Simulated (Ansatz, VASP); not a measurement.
**BaZrO3 in VASP and in Ansatz**

```
Ba Zr O
1.0
    -2.11114    2.45151    4.06981
     2.11114   -2.45151    4.06981
     2.11114    2.45151   -4.06981
Ba Zr O
1 1 3
Direct
  0.00000 0.50000 0.50000
  0.50000 0.00000 0.50000
  0.16693 0.16693 0.00000
  0.83307 0.83307 0.00000
  0.50000 0.50000 0.00000
```

Alike in both runs: task single point; functional PBE; k mesh 6 × 6 × 6; occupations gaussian, width 0.1 eV; collinear spin.

|  | VASP | Ansatz |
| --- | --- | --- |
| version | VASP 6.6.1 | Ansatz 0.2.0 |
| potentials or method | VASP PAW PBE potentials, release 64 (Ba_sv, Zr_sv, O), cutoff 520 eV | scalar-relativistic, plane waves, PAW |
| valence electrons in the cell | 40 | 40 |

VASP gave:

| Property | Result |
| --- | --- |
| gap on the k mesh at the Fermi level (eV) | none |
| pressure (GPa) | 2.4 |
| traceless stress, the component that is largest in VASP (GPa) | 1.11 |
| rms of the force components (eV/Å) | 0.076 |
| net moment per atom (μB) | 0.00 |

Task: Estimate Ansatz's values.

Result: gap on the k mesh at the Fermi level (eV): none; pressure (GPa): 0.1; traceless stress, the component that is largest in VASP (GPa): -0.07; rms of the force components (eV/Å): 0.009; net moment per atom (μB): 0.00.

Atom by atom the forces differ by 0.085 eV/Å (rms over components). A gap of «none» marks a metal or a gap that the smearing closes. The functional is the same, so the differences come from potentials, cutoffs and numerics. Ansatz's warnings: seeded moment not kept.

Neither program's run includes spin-orbit coupling.
